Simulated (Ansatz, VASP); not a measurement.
# Te2Mo in VASP and in Ansatz

```
Mo Te
1.0
     0.00000    3.31483    3.31483
     3.31483    0.00000    3.31483
     3.31483    3.31483    0.00000
Mo Te
1 2
Direct
  0.00000 0.00000 0.00000
  0.25000 0.25000 0.25000
  0.75000 0.75000 0.75000
```

Alike in both runs: task single point; functional HSE06; k mesh 4 × 4 × 4; occupations fermi-dirac, width 0.02 eV; no spin polarisation.

|  | VASP | Ansatz |
| --- | --- | --- |
| version | VASP 6.6.1 | Ansatz 0.2.0 |
| potentials or method | VASP PAW PBE potentials, release 64 (Mo_sv, Te) | plane waves, PAW |
| plane-wave cutoff (eV) | 400 | 420 |
| valence electrons in the cell | 26 | 46 |

Ansatz gave:

```
pressure (GPa) : -2.0
```

Task: Which values does VASP return?

Result: Pressure (GPa): -2.4.

VASP's potentials hold 26 valence electrons a cell and Ansatz's 46, so a difference there can come from the potentials and not from the codes. Ansatz's warnings: filled band counts differ across k points, stress exchange threshold loose, stress scf threshold loose.

The k mesh is coarse, so the values compare programs but aren't converged. Spin-orbit coupling is off throughout.
